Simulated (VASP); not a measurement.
# Mg3CdSe4 (P-6m2) in VASP: relaxation of cell and atoms with PBE

Aim: the relaxation of cell and atoms of Mg3CdSe4 with PBE.

All numbers are computed with VASP 6.6.1; they aren't measurements. Logs are shortened: lines on timing, memory, paths and dates and some standing lists are left out, and cuts for length are marked.

## 1. The cell of the first run

It takes space group P-6m2 (No. 187, hexagonal). Conventional cell: a = 5.746 Å, b = 5.746 Å, c = 7.751 Å, α = 90.00°, β = 90.00°, γ = 120.00°. Mg (site symmetry 3m) has 1 Se at 2.10 Å within 2.8 Å. Within 4.4 Å of Mg (site symmetry -6m2) lie 3 Cd at 3.32 Å and 6 Mg at 3.76 Å and 6 Se at 4.29 Å. Cd (site symmetry -6m2) has 9 Mg at 3.32 to 3.76 Å and 6 Se at 4.15 Å within 4.4 Å. Se (site symmetry -6m2) has 2 Mg at 2.10 Å and 6 Se at 2.88 Å within 2.9 Å. Within 3.4 Å of Se (site symmetry mm2) lie 6 Se at 2.55 to 3.19 Å.

The cell was generated, and may not be a known phase.

## 2. Relaxation of cell and atoms, PBE

INCAR reads:

```
PREC     = Accurate       # precision mode
ENCUT    = 600            # plane-wave cutoff, eV
EDIFF    = 1E-7           # SCF threshold, eV
ISMEAR   = 0              # smearing method
SIGMA    = 0.15           # smearing width, eV
LREAL    = False          # projectors in reciprocal space
LASPH    = True           # aspherical terms in the spheres
NELM     = 120            # most SCF steps
ALGO     = Normal         # electronic algorithm
ISIF     = 3              # what is computed and relaxed
LWAVE    = False          # write WAVECAR
LCHARG   = False          # write CHGCAR
GGA      = PE             # functional
IBRION   = 2              # ionic algorithm
NSW      = 36             # ionic steps
EDIFFG   = -0.08          # ionic threshold
GGA_COMPAT= False        
NELMIN   = 4
```

KPOINTS reads:

```
regular mesh
0
Gamma
  3 3 2
```

POSCAR reads:

```
Mg3CdSe4
1.0
    5.7458468600      0.0000000000      0.0000000000
   -2.8729234300      4.9760493500      0.0000000000
    0.0000000000      0.0000000000      7.7508964000
Mg Cd Se
3 1 4
Direct
    0.6666666700      0.3333333300      0.2705615200
    0.6666666700      0.3333333300      0.7294384800
    0.3333333300      0.6666666700      0.5000000000
    0.0000000000      0.0000000000      0.5000000000
    0.6666666700      0.3333333300      0.0000000000
    0.1481517100      0.8518482900      0.0000000000
    0.1481517100      0.2963034200      0.0000000000
    0.7036965800      0.8518482900      0.0000000000
```

Potentials or basis: VASP PAW PBE potentials, release 64 (Mg, Cd, Se).

Command:

```console
$ cat potpaw_PBE.64/Mg/POTCAR potpaw_PBE.64/Cd/POTCAR potpaw_PBE.64/Se/POTCAR > POTCAR
$ mpirun -np 1 vasp_std > vasp.out
```

OUTCAR:

```text
PREC = Accurate
   ENCUT = 600
   EDIFF = 1E-7
   ISMEAR = 0
   LREAL = False
   LASPH = True
   NELM = 120
   ISIF = 3
   GGA = PE
   IBRION = 2
   NSW = 36
   EDIFFG = -0.08
   NELMIN = 4

 ion  position               nearest neighbor table
   1  0.667  0.333  0.271-   5 2.10   2 3.56
   2  0.667  0.333  0.729-   5 2.10   1 3.56
   3  0.333  0.667  0.500-   4 3.32   4 3.32   4 3.32
   4  0.000  0.000  0.500-   3 3.32   3 3.32   3 3.32
   5  0.667  0.333  0.000-   1 2.10   2 2.10
   6  0.148  0.852  0.000-   8 2.55   7 2.55
   7  0.148  0.296  0.000-   6 2.55   8 2.55
   8  0.704  0.852  0.000-   6 2.55   7 2.55

  LATTYP: Found a hexagonal cell.
 ALAT       =     5.7458468600
 C/A-ratio  =     1.3489563138

  Lattice vectors:

 A1 = (   5.7458468600,   0.0000000000,   0.0000000000)
 A2 = (  -2.8729234300,   4.9760493500,   0.0000000000)
 A3 = (   0.0000000000,   0.0000000000,   7.7508964000)

Analysis of symmetry for initial positions (statically):
=====================================================================
 Subroutine PRICEL returns:
 Original cell was already a primitive cell.

 Routine SETGRP: Setting up the symmetry group for a
 hexagonal supercell.

 Subroutine GETGRP returns: Found 12 space group operations
 (whereof 12 operations were pure point group operations)
 out of a pool of 24 trial point group operations.

The static configuration has the point symmetry D_3h.

Analysis of symmetry for dynamics (positions and initial velocities):
=====================================================================
 Subroutine PRICEL returns:
 Original cell was already a primitive cell.

 Routine SETGRP: Setting up the symmetry group for a
 hexagonal supercell.

 Subroutine GETGRP returns: Found 12 space group operations
 (whereof 12 operations were pure point group operations)
 out of a pool of 24 trial point group operations.

The dynamic configuration has the point symmetry D_3h.

 Subroutine INISYM returns: Found 12 space group operations
 (whereof 12 operations are pure point group operations),
 and found     1 'primitive' translations

----------------------------------------------------------------------------------------

                                     Primitive cell

  volume of cell :     221.6107

  direct lattice vectors                    reciprocal lattice vectors
     5.745846860  0.000000000  0.000000000     0.174038749  0.100481319  0.000000000
    -2.872923430  4.976049350  0.000000000     0.000000000  0.200962637  0.000000000
     0.000000000  0.000000000  7.750896400     0.000000000  0.000000000  0.129017335

  length of vectors
     5.745846860  5.745846863  7.750896400     0.200962637  0.200962637  0.129017335

  position of ions in fractional coordinates (direct lattice)
     0.666666670  0.333333330  0.270561520
     0.666666670  0.333333330  0.729438480
     0.333333330  0.666666670  0.500000000
     0.000000000  0.000000000  0.500000000
     0.666666670  0.333333330  0.000000000
     0.148151710  0.851848290  0.000000000
     0.148151710  0.296303420  0.000000000
     0.703696580  0.851848290  0.000000000

  ion indices of the primitive-cell ions
   primitive index   ion index
                 1           1
                 2           2
                 3           3
                 4           4
                 5           5
                 6           6
                 7           7
                 8           8

----------------------------------------------------------------------------------------

 KPOINTS: regular mesh

Automatic generation of k-mesh.
 Grid dimensions read from file:
 generate k-points for:    3    3    2

 Generating k-lattice:

  Cartesian coordinates                     Fractional coordinates (reciprocal lattice)
     0.058012916  0.033493773  0.000000000     0.333333333 -0.000000000  0.000000000
     0.000000000  0.066987546  0.000000000     0.000000000  0.333333333  0.000000000
     0.000000000  0.000000000  0.064508668     0.000000000  0.000000000  0.500000000

  Length of vectors
     0.066987546  0.066987546  0.064508668

  Shift w.r.t. Gamma in fractional coordinates (k-lattice)
     0.000000000  0.000000000  0.000000000

 Subroutine IBZKPT returns following result:
 ===========================================

 Found      6 irreducible k-points:

 Following reciprocal coordinates:
            Coordinates               Weight
  0.000000  0.000000  0.000000      1.000000
  0.333333  0.000000  0.000000      6.000000
  0.333333  0.333333  0.000000      2.000000
  0.000000  0.000000  0.500000      1.000000
  0.333333  0.000000  0.500000      6.000000
  0.333333  0.333333  0.500000      2.000000
   k-points           NKPTS =      6   k-points in BZ     NKDIM =      6   number of bands    NBANDS=     26
   number of dos      NEDOS =    301   number of ions     NIONS =      8
   total plane-waves  NPLWV = 147456
   dimension x,y,z NGX =    48 NGY =   48 NGZ =   64
   dimension x,y,z NGXF=    96 NGYF=   96 NGZF=  128
   ions per type =               3   1   4
   NGX,Y,Z   is equivalent  to a cutoff of  13.89, 13.89, 13.73 a.u.
   NGXF,Y,Z  is equivalent  to a cutoff of  27.78, 27.78, 27.45 a.u.
 SYSTEM =  unknown system
   PREC   = accura    normal or accurate (medium, high low for compatibility)
   ISTART =      0    job   : 0-new  1-cont  2-samecut
   ICHARG =      2    charge: 1-file 2-atom 10-const
   ISPIN  =      1    spin polarized calculation?
   LNONCOLLINEAR =      F non collinear calculations
   LSORBIT =      F    spin-orbit coupling
   LASPH  =      T    aspherical Exc in radial PAW
   ENCUT  =  600.0 eV  44.10 Ry    6.64 a.u.  11.48 11.48 15.48*2*pi/ulx,y,z
   NELM   =    120;   NELMIN=  4; NELMDL= -5     # of ELM steps
   EDIFF  = 0.1E-06   stopping-criterion for ELM
   LREAL  =      F    real-space projection
   EDIFFG = -.8E-01   stopping-criterion for IOM
   NSW    =     36    number of steps for IOM
   IBRION =      2    ionic relax: 0-MD 1-quasi-New 2-CG
   NFREE  =      1    steps in history (QN), initial steepest desc. (CG)
   ISIF   =      3    stress and relaxation
   ISYM   =      2    0-nonsym 1-usesym 2-fastsym
   POTIM  = 0.5000    time-step for ionic-motion
   TEBEG  =    0.0;   TEEND  =   0.0 temperature during run
   PSTRESS=    0.0 pullay stress
   NELECT =      42.0000    total number of electrons
   NUPDOWN=      -1.0000    fix difference up-down
   EMIN   =  10.00;   EMAX   =-10.00  energy-range for DOS
   EFERMI =   0.00;   METHOD = LEGACY
   ISMEAR =     0;   SIGMA  =   0.15  broadening in eV -4-tet -1-fermi 0-gaus
   EFERMI_NEDOS =   21; number of points for ismear=-14 and -15
   IALGO  =     38    algorithm
   IMIX   =      4    mixing-type and parameters
     AMIX     =   0.40;   BMIX     =  1.00
     AMIX_MAG =   1.60;   BMIX_MAG =  1.00
  volume/ion in A,a.u.               =      27.70       186.94
  Fermi-wavevector in a.u.,A,eV,Ry     =   0.940360  1.777024 12.031331  0.884278
  Thomas-Fermi vector in A             =   2.067765
   LORBIT       =      0    0 simple, 1 ext, 2 COOP (PROOUT), +10 PAW based schemes
   GGA     = PE    functional components
   LHFCALC =     F    Hartree Fock is set to
   AEXX    =    0.0000 exact exchange contribution
   IVDW    =     0    specifies the selected vdW correction
   LEPSILON=     F    determine dielectric tensor
   LRPA    =     F    only Hartree local field effects (RPA)
 conjugate gradient relaxation of ions
 non-spin polarized calculation
 Gauss-broadening in eV      SIGMA  =   0.15
  energy-cutoff  :      600.00
  volume of cell :      221.61
 maximum number of plane-waves:      7410
 NGX is ok and might be reduce to    48
   NGX = 23   NGY = 23   NGZ = 31

--------------------------------------- Ionic step        1  -------------------------------------------

 number of electron      41.9999998 magnetization

 Free energy of the ion-electron system (eV)
  ---------------------------------------------------
  ext. energy  EPLUGINS =         0.00000000
  ---------------------------------------------------
  free energy    TOTEN  =       -15.30841395 eV

  energy without entropy =      -15.23127772  energy(sigma->0) =      -15.26984583

------------------------ aborting loop because EDIFF is reached ----------------------------------------

  FORCE on cell =-STRESS in cart. coord.  units (eV):
  Direction    XX          YY          ZZ          XY          YZ          ZX
  --------------------------------------------------------------------------------------
  -------------------------------------------------------------------------------------
  Total        0.5143719      0.5143719     18.4090819      0.0000000      0.0000000     -0.0000000
  in kB        3.7187513      3.7187513    133.0920318      0.0000000      0.0000000     -0.0000000
  external PRESSURE =      46.8431781 kB  Pullay stress =       0.0000000 kB
[... 107 lines left out ...]
  FREE ENERGIE OF THE ION-ELECTRON SYSTEM (eV)
  ---------------------------------------------------
  free  energy   TOTEN  =       -17.0991920390 eV

  energy  without entropy=      -17.0261463962  energy(sigma->0) =      -17.06266922

[... ionic steps 4 to 7 ...]

--------------------------------------- Ionic step        8  -------------------------------------------

 number of electron      42.0000002 magnetization

------------------------ aborting loop because EDIFF is reached ----------------------------------------

  FORCE on cell =-STRESS in cart. coord.  units (eV):
  Direction    XX          YY          ZZ          XY          YZ          ZX
  --------------------------------------------------------------------------------------
  -------------------------------------------------------------------------------------
  Total        2.8576765      2.8576765      0.2886874      0.0000000     -0.0000000     -0.0000000
  in kB       21.8205372     21.8205372      2.2043479      0.0000000     -0.0000000     -0.0000000
  external PRESSURE =      15.2818074 kB  Pullay stress =       0.0000000 kB
[... 69 lines left out ...]
  energy  without entropy=      -17.4664445190  energy(sigma->0) =      -17.48867921

--------------------------------------- Ionic step       10  -------------------------------------------

 number of electron      42.0000003 magnetization

 Free energy of the ion-electron system (eV)
  ---------------------------------------------------
  ext. energy  EPLUGINS =         0.00000000
  ---------------------------------------------------
  free energy    TOTEN  =       -17.52203510 eV

  energy without entropy =      -17.48049356  energy(sigma->0) =      -17.50126433

 E-fermi :   2.6910     XC(G=0):  -8.6544

 val. band max:        2.5454603780   @ k =   0.3333   0.0000   0.0000
 cond. band min:       2.7888476739   @ k =   0.3333   0.3333   0.5000
 fundamental gap:      0.2433872959
 Fermi energy:         2.6910470373

 k-point     1 :       0.0000    0.0000    0.0000
  band No.  band energies     occupation
      1     -13.7375      2.00000
      2     -10.3148      2.00000
      3      -9.5637      2.00000
      4      -9.5637      2.00000
      5      -5.7672      2.00000
      6      -5.7672      2.00000
[... 198 lines left out ...]
  FREE ENERGIE OF THE ION-ELECTRON SYSTEM (eV)
  ---------------------------------------------------
  free  energy   TOTEN  =       -17.5220350994 eV

  energy  without entropy=      -17.4804935641  energy(sigma->0) =      -17.50126433

 reached required accuracy - stopping structural energy minimisation
```

Wall time 9.4 min (1 thread of Intel Xeon 8259CL, shared host); peak memory 0.44 GiB.

Results:

| Quantity | Value |
| --- | --- |
| Free energy | -17.5220 eV |
| Relaxed volume | 27.09 Å³/atom |
| Relaxed cell | a = 5.664 Å, b = 5.664 Å, c = 7.802 Å, α = 90.00°, β = 90.00°, γ = 120.00° |
| Space group after relaxing (to 0.1 Å) | P-6m2 (No. 187) |
| Energy gained by relaxing | 276.7 meV/atom |
| Ionic steps | 10 |
| Pressure after relaxing | -0.1 GPa |
| Largest force after relaxing | 0.048 eV/Å |
| Band gap on the k mesh | zero (bands 21 and 22 overlap by 0.90 eV) |

Forces on the atoms (eV/Å):
```
Mg   0.000  0.000  0.009
Mg   0.000  0.000 -0.009
Mg   0.000  0.000  0.000
Cd   0.000  0.000  0.000
Se   0.000  0.000  0.000
Se   0.042 -0.024  0.000
Se   0.000  0.048  0.000
Se  -0.042 -0.024  0.000
```

The path:
```csv
step,energy change (eV),largest force (eV/Å),pressure (GPa),volume (Å³)
1,0.0000,5.9629,4.68,221.61
2,-1.7596,0.2261,-2.04,247.74
3,-1.7908,0.7398,-1.46,242.49
4,-1.7933,0.6487,-1.57,243.36
5,-1.9178,0.6556,-0.78,234.12
6,-1.9979,0.7498,1.00,220.39
7,-2.0609,0.6757,1.08,217.74
8,-2.1653,0.4629,1.53,209.83
9,-2.2025,0.2394,0.67,213.24
10,-2.2136,0.0480,-0.13,216.76
```

Final structure:
```cif
data_structure
_symmetry_space_group_name_H-M 'P 1'
_symmetry_Int_Tables_number 1
_cell_length_a 5.6639
_cell_length_b 5.6639
_cell_length_c 7.8023
_cell_angle_alpha 90.000
_cell_angle_beta 90.000
_cell_angle_gamma 120.000
_cell_volume 216.76
loop_
_atom_site_label
_atom_site_type_symbol
_atom_site_fract_x
_atom_site_fract_y
_atom_site_fract_z
_atom_site_occupancy
Mg1 Mg 0.66667 0.33333 0.32476 1
Mg2 Mg 0.66667 0.33333 0.67524 1
Mg3 Mg 0.33333 0.66667 0.50000 1
Cd1 Cd 0.00000 0.00000 0.50000 1
Se1 Se 0.66667 0.33333 0.00000 1
Se2 Se 0.15199 0.84801 0.00000 1
Se3 Se 0.15199 0.30398 0.00000 1
Se4 Se 0.69602 0.84801 0.00000 1
```

Levels at points of the mesh, in eV from the Fermi level:
| k point | band 18 | band 19 | band 20 | band 21 | band 22 | band 23 | band 24 | band 25 |
| --- | --- | --- | --- | --- | --- | --- | --- | --- |
| (0.00, 0.00, 0.00) | 0.52 | 0.57 | 0.61 | 0.61 | 1.01 | 1.01 | 1.07 | 1.37 |
| (0.00, 0.00, 0.50) | -1.19 | 0.62 | 0.62 | 0.76 | 0.76 | 0.83 | 1.07 | 1.60 |

Caveat: the k points lie up to 0.43 Å⁻¹ apart in the final cell, too coarse for converged energies and pressures of a metal; the relaxation stopped at a loose force limit of 0.08 eV/Å, so its end isn't a converged minimum.

The gap in the log of VASP goes by the Fermi energy; the results here count the filled bands.